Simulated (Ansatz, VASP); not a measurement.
**SiC: VASP beside Ansatz**

File INCAR:

```
PREC     = Accurate       # precision mode
ENCUT    = 520            # plane-wave cutoff, eV
EDIFF    = 1E-7           # SCF threshold, eV
ISMEAR   = 0              # smearing method
SIGMA    = 0.05           # smearing width, eV
LREAL    = F              # projectors in reciprocal space
LASPH    = T              # aspherical terms in the spheres
NELM     = 60             # most SCF steps
ALGO     = Normal         # electronic algorithm
ISIF     = 2              # what is computed and relaxed
LWAVE    = F              # write WAVECAR
LCHARG   = F              # write CHGCAR
GGA      = PE             # functional
NBANDS   = 36             # bands
```

KPOINTS

```
regular mesh
0
Gamma
  10 10 2
```

File POSCAR:

```
SiC
1.0
    2.1898640950     -2.1898640950      0.0000000000
    2.1898640950      0.0000000000     -2.1898640950
   11.6794211642      7.2994739878      7.2994739878
Si C
6 6
Direct
    0.7361201400     -0.2638798600      0.3958000000
    0.1805701400      0.1805701400      0.2291333333
    0.2916701400      0.2916701400      0.5624666667
    0.4027701400      0.4027701400      0.8958000000
   -0.1527798600     -0.1527798600      0.7291333333
    0.6250201400      0.6250201400      0.0624666667
    0.3750076400      0.3750076400      0.4374666667
   -0.1805423600     -0.1805423600      0.2708000000
   -0.0694423600     -0.0694423600      0.6041333333
    0.0416576400      0.0416576400      0.9374666667
   -0.5138923600     -0.5138923600      0.7708000000
    0.2639076400      0.2639076400      0.1041333333
```

Input for Ansatz:

```yaml
crystal:
  lattice:
    - [2.189864095, -2.189864095, 0.0]
    - [2.189864095, 0.0, -2.189864095]
    - [11.6794211642, 7.2994739878, 7.2994739878]
  atoms:
    - { symbol: Si, position: [0.73612014, -0.26387986, 0.3958] }
    - { symbol: Si, position: [0.18057014, 0.18057014, 0.2291333333] }
    - { symbol: Si, position: [0.29167014, 0.29167014, 0.5624666667] }
    - { symbol: Si, position: [0.40277014, 0.40277014, 0.8958] }
    - { symbol: Si, position: [-0.15277986, -0.15277986, 0.7291333333] }
    - { symbol: Si, position: [0.62502014, 0.62502014, 0.0624666667] }
    - { symbol: C, position: [0.37500764, 0.37500764, 0.4374666667] }
    - { symbol: C, position: [-0.18054236, -0.18054236, 0.2708] }
    - { symbol: C, position: [-0.06944236, -0.06944236, 0.6041333333] }
    - { symbol: C, position: [0.04165764, 0.04165764, 0.9374666667] }
    - { symbol: C, position: [-0.51389236, -0.51389236, 0.7708] }
    - { symbol: C, position: [0.26390764, 0.26390764, 0.1041333333] }
basis:
  ecutwfc: 420
kpoints:
  mp_grid: { grid: [10, 10, 2] }
hamiltonian:
  xc: pbe
scf:
  occupations: { method: gaussian, width: 0.05 }
output:
  forces: true
  stress: true
  eigenvalues: true
```

Alike in both runs: task single point; functional PBE; k mesh 10 × 10 × 2; occupations gaussian, width 0.05 eV; no spin polarisation.

|  | VASP | Ansatz |
| --- | --- | --- |
| version | VASP 6.6.1 | Ansatz 0.2.0 |
| potentials or method | VASP PAW PBE potentials, release 64 (Si, C), cutoff 520 eV | scalar-relativistic, plane waves, PAW |
| valence electrons in the cell | 48 | 48 |

```tsv
	VASP	Ansatz	Ansatz less VASP
gap on the k mesh at the Fermi level (eV)	0.92	0.93	+0.008
least direct gap on the mesh (eV)	1.94	1.95	+0.008
pressure (GPa)	-2.2	-2.2	+0.03
traceless stress, the component that is largest in VASP (GPa)	1.81	1.82	+0.009
rms of the force components (eV/Å)	0.086	0.089	+0.0028
```

Atom by atom the forces differ by 0.004 eV/Å (rms over components).
